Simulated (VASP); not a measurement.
# NaH in VASP: further runs, part 2 of 2

VASP 6.6.1. The steps go on from the part before.

## (3) Single point, PBE (shear xy strain +5.8%)

File INCAR:

```
SYSTEM = NaH
PREC = Accurate
ENCUT = 520
EDIFF = 1E-6
ISMEAR = -1
SIGMA = 0.02
LREAL = .FALSE.
LASPH = .TRUE.
NELM = 80
ALGO = Normal
ISIF = 2
LWAVE = .FALSE.
LCHARG = .FALSE.
GGA = PE
NBANDS = 11
```

File KPOINTS:

```
regular mesh
0
G
  8 8 8
  0 0 0
```

File POSCAR:

```
NaH
1.0
    0.0747913266      2.5969210614      2.5969210614
    2.5969210614      0.0747913266      2.5969210614
    2.6717123880      2.6717123880      0.0000000000
Na H
1 1
Direct
    0.0055743944      0.0055743944     -0.0055743944
    0.2444256056      0.2444256056      0.2555743944
```

Potentials or basis: VASP PAW PBE potentials, release 64 (Na_pv, H).

Launch:

```console
$ cat potpaw_PBE.64/Na_pv/POTCAR potpaw_PBE.64/H/POTCAR > POTCAR
$ mpirun -np 1 vasp_std > vasp.out
```

OUTCAR:

```text
SYSTEM = NaH
   PREC = Accurate
   ENCUT = 520
   EDIFF = 1E-6
   ISMEAR = -1
   LREAL = .FALSE.
   LASPH = .TRUE.
   NELM = 80
   ISIF = 2
   GGA = PE

 ion  position               nearest neighbor table
   1  0.006  0.006  0.994-
   2  0.244  0.244  0.256-

  LATTYP: Found a body centered orthorhombic cell.
 ALAT       =     3.5668300770
 B/A-ratio  =     1.0593080725
 C/A-ratio  =     1.4561507026

  Lattice vectors:

 A1 = (   2.5969210614,   0.0747913266,  -2.5969210614)
[... 512 lines left out ...]
      6       9.1987      0.00000
      7       9.7269      0.00000
      8      11.4759      0.00000
      9      12.8209      0.00000
     10      13.5711      0.00000
     11      15.8739      0.00000

 [... further k-points ...]
[... 5 lines left out ...]
  --------------------------------------------------------------------------------------
  -------------------------------------------------------------------------------------
  Total        0.0551522      0.0551522      0.0391754     -0.1700212      0.0000000      0.0000000
  in kB        2.5248032      2.5248032      1.7934058     -7.7833724      0.0000000      0.0000000
  external PRESSURE =       2.2810040 kB  Pullay stress =       0.0000000 kB

 VOLUME and BASIS-vectors are now :
 -----------------------------------------------------------------------------
  energy-cutoff  :      520.00
  volume of cell :       35.00
      direct lattice vectors                 reciprocal lattice vectors
     0.074791327  2.596921061  2.596921061    -0.198245155  0.198245155  0.192535694
     2.596921061  0.074791327  2.596921061     0.198245155 -0.198245155  0.192535694
     2.671712388  2.671712388  0.000000000     0.187145893  0.187145893 -0.192535694

 POSITION                                       TOTAL-FORCE (eV/Angst)
 -----------------------------------------------------------------------------------
      2.67171      2.67171      0.02895        -0.000000     -0.000000      0.000146
      1.33586      1.33586      1.26951         0.000000      0.000000     -0.000146
 -----------------------------------------------------------------------------------
    total drift:                                0.000003      0.000003      0.000471

  FREE ENERGIE OF THE ION-ELECTRON SYSTEM (eV)
  ---------------------------------------------------
  free  energy   TOTEN  =        -4.9849753028 eV

  energy  without entropy=       -4.9849753028  energy(sigma->0) =       -4.98497530
```

stdout:

```text
POSCAR found type information on POSCAR NaH
 POSCAR found :  2 types and       2 ions
 scaLAPACK will be used
 LDA part: xc-table for (Slater+PW92), standard interpolation
 POSCAR, INCAR and KPOINTS ok, starting setup
 FFT: planning ... GRIDC
 FFT: planning ... GRID_SOFT
 FFT: planning ... GRID
 WAVECAR not read
 entering main loop
```

Run time: 13 s. Hardware: 1 thread of Intel Xeon 6975P-C (Granite Rapids), shared host; peak memory 0.16 GiB.

Results:

* Free energy: -4.9850 eV
* Pressure: 0.2 GPa
* Band gap on the k mesh: 3.46 eV (least direct gap 4.27 eV)

Stress tensor (GPa, compression positive):
```
 0.25 -0.78  0.00
-0.78  0.25  0.00
 0.00  0.00  0.18
```

Levels at points of the mesh, in eV from the valence-band top:
```tsv
k point	band 1	band 2	band 3	band 4	band 5	band 6	band 7	band 8	band 9
(0.00, 0.00, 0.00)	-22.01	-22.01	-22.01	-2.85	8.19	12.80	13.29	13.90	15.37
(0.50, 0.00, 0.00)	-22.06	-22.02	-22.01	-0.62	3.74	10.56	12.18	12.55	13.72
(0.50, 0.50, 0.00)	-22.06	-22.03	-22.03	-0.10	5.02	7.41	9.14	10.38	12.40
(0.00, 0.00, 0.50)	-22.05	-22.02	-22.01	-0.81	3.46	10.76	12.62	13.05	14.20
(0.50, 0.00, 0.50)	-22.06	-22.03	-22.02	-0.08	5.03	7.44	9.74	9.75	12.34
```

Caveat: the cell differs from its parent crystal (shear xy strain +5.8%). A k mesh can miss the band edges.

## (4) Single point, r2SCAN (uniaxial z strain -0.8%)

File POSCAR:

```
NaH
1.0
    0.0000000000      2.5969210614      2.5751069245
    2.5969210614      0.0000000000      2.5751069245
    2.5969210614      2.5969210614      0.0000000000
Na H
1 1
Direct
    0.0000000000      0.0000000000      0.0000000000
    0.2500000000      0.2500000000      0.2500000000
```

File INCAR.step1:

```
SYSTEM = NaH
PREC = Accurate
ENCUT = 520
ISMEAR = 0
SIGMA = 0.01
LREAL = .False.
LASPH = .True.
NELM = 80
NBANDS = 11
GGA = PE
ALGO = Normal
EDIFF = 1E-4
LWAVE = .True.
LCHARG = .False.
```

File INCAR.step2:

```
SYSTEM = NaH
PREC = Accurate
ENCUT = 520
EDIFF = 1E-6
ISMEAR = 0
SIGMA = 0.01
LREAL = .False.
LASPH = .True.
NELM = 80
ALGO = Normal
ISIF = 2
LWAVE = .False.
LCHARG = .False.
METAGGA = R2SCAN
LMIXTAU = .True.
NBANDS = 11
ISTART = 1
```

File KPOINTS:

```
Automatic mesh
0
Gamma
  8 8 8
  0 0 0
```

Launch:

```console
$ cat potpaw_PBE.64/Na_pv/POTCAR potpaw_PBE.64/H/POTCAR > POTCAR
$ cp INCAR.step1 INCAR
$ mpirun -np 1 vasp_std > vasp.out
$ cp INCAR.step2 INCAR
$ mpirun -np 1 vasp_std > vasp.out
```

Wall time 37 s (1 thread of Intel Xeon 6975P-C (Granite Rapids), shared host); peak memory 0.16 GiB.

It converged, with:

```
Free energy            : -7.4598 eV
Pressure               : 0.0 GPa
Band gap on the k mesh : 4.05 eV (least direct gap 4.76 eV)
```

Levels at points of the mesh, in eV from the valence-band top:
| k point | band 2 | band 3 | band 4 | band 5 | band 6 | band 7 |
| --- | --- | --- | --- | --- | --- | --- |
| (0.00, 0.00, 0.00) | -22.77 | -22.77 | -2.82 | 8.89 | 13.85 | 13.85 |
| (0.50, 0.00, 0.00) | -22.77 | -22.77 | -0.70 | 4.05 | 11.59 | 13.13 |
| (0.50, 0.50, 0.00) | -22.78 | -22.78 | -0.06 | 5.61 | 7.90 | 10.34 |
| (0.50, 0.00, 0.50) | -22.79 | -22.78 | -0.09 | 5.53 | 7.93 | 10.43 |

Caveat: the cell differs from its parent crystal (uniaxial z strain -0.8%); the PAW data sets were made with another functional, which shifts forces and pressure a little.

## (5) Single point, r2SCAN (shear xy strain +5.8%)

File POSCAR:

```
NaH
1.0
    0.0747913266      2.5969210614      2.5969210614
    2.5969210614      0.0747913266      2.5969210614
    2.6717123880      2.6717123880      0.0000000000
Na H
1 1
Direct
    0.0055743944      0.0055743944     -0.0055743944
    0.2444256056      0.2444256056      0.2555743944
```

File INCAR.step1:

```
PREC = Accurate ; ENCUT = 520
ISMEAR = 0 ; SIGMA = 0.01
LREAL = F ; LASPH = T
NELM = 60 ; NBANDS = 11
GGA = PE ; ALGO = Normal
EDIFF = 1E-4 ; LWAVE = T
LCHARG = F
```

File INCAR.step2:

```
PREC = Accurate ; ENCUT = 520
EDIFF = 1E-6 ; ISMEAR = 0
SIGMA = 0.01 ; LREAL = F
LASPH = T ; NELM = 60
ALGO = Normal ; ISIF = 2
LWAVE = F ; LCHARG = F
METAGGA = R2SCAN ; LMIXTAU = T
NBANDS = 11 ; ISTART = 1
```

File KPOINTS:

```
Automatic mesh
0
Gamma
  8 8 8
```

Potentials or basis: VASP PAW PBE potentials, release 64 (Na_pv, H).

Launch:

```console
$ cat potpaw_PBE.64/Na_pv/POTCAR potpaw_PBE.64/H/POTCAR > POTCAR
$ cp INCAR.step1 INCAR
$ mpirun -np 1 vasp_std > vasp.out
$ cp INCAR.step2 INCAR
$ mpirun -np 1 vasp_std > vasp.out
```

OUTCAR:

```text
PREC = Accurate
   ENCUT = 520
   EDIFF = 1E-6
   ISMEAR = 0
   LREAL = F
   LASPH = T
   NELM = 60
   ISIF = 2
   METAGGA = R2SCAN
   ISTART = 1

 ion  position               nearest neighbor table
   1  0.006  0.006  0.994-
   2  0.244  0.244  0.256-

  LATTYP: Found a body centered orthorhombic cell.
 ALAT       =     3.5668300770
 B/A-ratio  =     1.0593080725
 C/A-ratio  =     1.4561507026

[... 511 lines left out ...]
      1     -25.0166      2.00000
      2     -24.9979      2.00000
      3     -24.9939      2.00000
      4      -4.2031      2.00000
      5       4.7868      0.00000
      6       9.5308      0.00000
      7      10.0196      0.00000
      8      11.8095      0.00000
      9      13.2331      0.00000
     10      14.3725      0.00000
     11      16.3981      0.00000

 [... further k-points ...]
[... 5 lines left out ...]
  --------------------------------------------------------------------------------------
  -------------------------------------------------------------------------------------
  Total       -0.0398500     -0.0398500     -0.0457308     -0.1812196      0.0000000      0.0000000
  in kB       -1.8242877     -1.8242877     -2.0935039     -8.2960214      0.0000000      0.0000000
  external PRESSURE =      -1.9140264 kB  Pullay stress =       0.0000000 kB

 VOLUME and BASIS-vectors are now :
 -----------------------------------------------------------------------------
  energy-cutoff  :      520.00
  volume of cell :       35.00
      direct lattice vectors                 reciprocal lattice vectors
     0.074791327  2.596921061  2.596921061    -0.198245155  0.198245155  0.192535694
     2.596921061  0.074791327  2.596921061     0.198245155 -0.198245155  0.192535694
     2.671712388  2.671712388  0.000000000     0.187145893  0.187145893 -0.192535694

 POSITION                                       TOTAL-FORCE (eV/Angst)
 -----------------------------------------------------------------------------------
      2.67171      2.67171      0.02895         0.000000      0.000000     -0.001582
      1.33586      1.33586      1.26951        -0.000000     -0.000000      0.001582
 -----------------------------------------------------------------------------------
    total drift:                                0.000006      0.000006     -0.002203

  FREE ENERGIE OF THE ION-ELECTRON SYSTEM (eV)
  ---------------------------------------------------
  free  energy   TOTEN  =        -7.4548897100 eV

  energy  without entropy=       -7.4548897100  energy(sigma->0) =       -7.45488971
```

Run time: 58 s. Hardware: 1 thread of Intel Xeon 6975P-C (Granite Rapids), shared host; peak memory 0.17 GiB.

What came out:

```yaml
Free_energy: -7.4549 eV
Pressure: -0.2 GPa
Band_gap_on_the_k_mesh: 3.91 eV (least direct gap 4.70 eV)
```

Levels at points of the mesh, in eV from the valence-band top:
| k point | band 2 | band 3 | band 4 | band 5 | band 6 | band 7 |
| --- | --- | --- | --- | --- | --- | --- |
| (0.00, 0.00, 0.00) | -22.80 | -22.80 | -2.81 | 8.82 | 13.26 | 13.77 |
| (0.50, 0.00, 0.00) | -22.81 | -22.80 | -0.60 | 4.18 | 11.41 | 12.72 |
| (0.50, 0.50, 0.00) | -22.82 | -22.81 | -0.09 | 5.53 | 7.87 | 9.74 |
| (0.00, 0.00, 0.50) | -22.81 | -22.80 | -0.80 | 3.91 | 11.63 | 13.17 |
| (0.50, 0.00, 0.50) | -22.81 | -22.81 | -0.08 | 5.55 | 7.89 | 10.36 |

Caveat: the cell differs from its parent crystal (shear xy strain +5.8%); the PAW data sets were made with another functional, which shifts forces and pressure a little. A k mesh can miss the band edges.

## (6) The runs side by side

| level | cell | smearing | gap on the mesh (eV) | pressure (GPa) |
| --- | --- | --- | --- | --- |
| PBE | a = 3.657, b = 3.657, c = 3.673 Å, angles 59.9, 59.9, 60.3°, 2 atoms, uniaxial z strain -0.8% | fermi-dirac 0.02 eV | 3.61 | 0.4 |
| PBE | a = 3.673, b = 3.673, c = 3.778 Å, angles 59.0, 59.0, 58.1°, 2 atoms, shear xy strain +5.8% | fermi-dirac 0.02 eV | 3.46 | 0.2 |
| r2SCAN | a = 3.657, b = 3.657, c = 3.673 Å, angles 59.9, 59.9, 60.3°, 2 atoms, uniaxial z strain -0.8% | gaussian 0.01 eV | 4.05 | 0.0 |
| r2SCAN | a = 3.673, b = 3.673, c = 3.778 Å, angles 59.0, 59.0, 58.1°, 2 atoms, shear xy strain +5.8% | gaussian 0.01 eV | 3.91 | -0.2 |

Alike in all rows: task single point; potentials or basis VASP PAW PBE potentials, release 64 (Na_pv, H); no spin polarisation; k mesh 8 × 8 × 8; cutoff (eV) 520.

Caveats: the PAW data sets were made with another functional, which shifts forces and pressure a little (at least some runs).

Total energies depend on the potentials used, so only differences within one code and one set of settings carry meaning.
